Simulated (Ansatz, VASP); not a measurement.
# Two plane-wave programs on Pb

Contents of INCAR:

```
SYSTEM = Pb
  PREC = Accurate
  ENCUT = 520
  EDIFF = 1E-6
  ISMEAR = -1
  SIGMA = 0.05
  LREAL = .FALSE.
  LASPH = .TRUE.
  NELM = 150
  ALGO = Normal
  ISIF = 2
  LWAVE = .FALSE.
  LCHARG = .FALSE.
  LNONCOLLINEAR = .TRUE.
  MAGMOM = 0 0 0
  LORBIT = 11
  LSORBIT = .TRUE.
  GGA_COMPAT = .FALSE.
  LORBMOM = .TRUE.
  GGA = PE
  NBANDS = 25
```

File KPOINTS:

```
Automatic mesh
0
G
  9 9 9
  0 0 0
```

File POSCAR:

```
Pb
1.0
    0.0000000000      2.5235621278      2.5235621278
    2.5235621278      0.0000000000      2.5235621278
    2.5235621278      2.5235621278      0.0000000000
Pb
1
Direct
    0.0000000000      0.0000000000      0.0000000000
```

Contents of input.yaml:

```yaml
crystal:
  lattice:
    - [0.0, 2.5235621278, 2.5235621278]
    - [2.5235621278, 0.0, 2.5235621278]
    - [2.5235621278, 2.5235621278, 0.0]
  atoms:
    - { symbol: Pb, position: [0.0, 0.0, 0.0] }
hamiltonian:
  xc: pbe
  pseudopotentials: { kind: paw_fr }
magnetization:
  noncollinear: true
  spin_orbit: true
kpoints:
  mp_grid: { grid: [9, 9, 9] }
scf:
  occupations: { method: fermi_dirac, width: 0.05 }
output:
  forces: true
  stress: true
  eigenvalues: true
  write_density: true
  write_potential: true
  elf: true
  volumetric_format: npy
```

Alike in both runs: task single point; functional PBE; k mesh 9 × 9 × 9; occupations fermi-dirac, width 0.05 eV; non-collinear spin, spin-orbit coupling.

```csv
,VASP,Ansatz
version,VASP 6.6.1,Ansatz 0.2.0
potentials or method,"VASP PAW PBE potentials, release 64 (Pb_d)",Ansatz PAW
plane-wave cutoff (eV),520,420
valence electrons in the cell,14,14
```

|  | VASP | Ansatz | Ansatz less VASP |
| --- | --- | --- | --- |
| pressure (GPa) | -0.3 | -0.3 | -0.02 |
| net moment per atom (μB) | 0.00 | 0.00 | 0.000 |
